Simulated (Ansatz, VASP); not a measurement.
# Al2O3 in VASP and in Ansatz

```
Al O
1.0
     2.51301    1.45089    4.32975
    -2.51301    1.45089    4.32975
     0.00000   -2.90177    4.32975
Al O
4 6
Direct
  0.85204 0.85204 0.85204
  0.64796 0.64796 0.64796
  0.14796 0.14796 0.14796
  0.35204 0.35204 0.35204
  0.05586 0.44414 0.75000
  0.75000 0.05586 0.44414
  0.44414 0.75000 0.05586
  0.94414 0.55586 0.25000
  0.25000 0.94414 0.55586
  0.55586 0.25000 0.94414
```

Alike in both runs: task single point; functional PBEsol; k mesh 6 × 6 × 6; occupations gaussian, width 0.05 eV; no spin polarisation.

|  | VASP | Ansatz |
| --- | --- | --- |
| version | VASP 6.6.1 | Ansatz 0.2.0 |
| potentials or method | VASP PAW PBE potentials, release 64 (Al, O), cutoff 520 eV | scalar-relativistic, plane waves, PAW |
| valence electrons in the cell | 48 | 48 |

VASP gave:

* gap on the k mesh at the Fermi level (eV): 4.44
* least direct gap on the mesh (eV): 4.44
* pressure (GPa): -20.4
* traceless stress, the component that is largest in VASP (GPa): 12.96
* rms of the force components (eV/Å): 0.158

Problem. Which values does Ansatz return?

Solution. gap on the k mesh at the Fermi level (eV): 4.44; least direct gap on the mesh (eV): 4.44; pressure (GPa): -20.4; traceless stress, the component that is largest in VASP (GPa): 12.95; rms of the force components (eV/Å): 0.157.

VASP's potentials were made for PBE, not for PBEsol, and Ansatz warns of the same on its side. Atom by atom the forces differ by 0.003 eV/Å (rms over components).
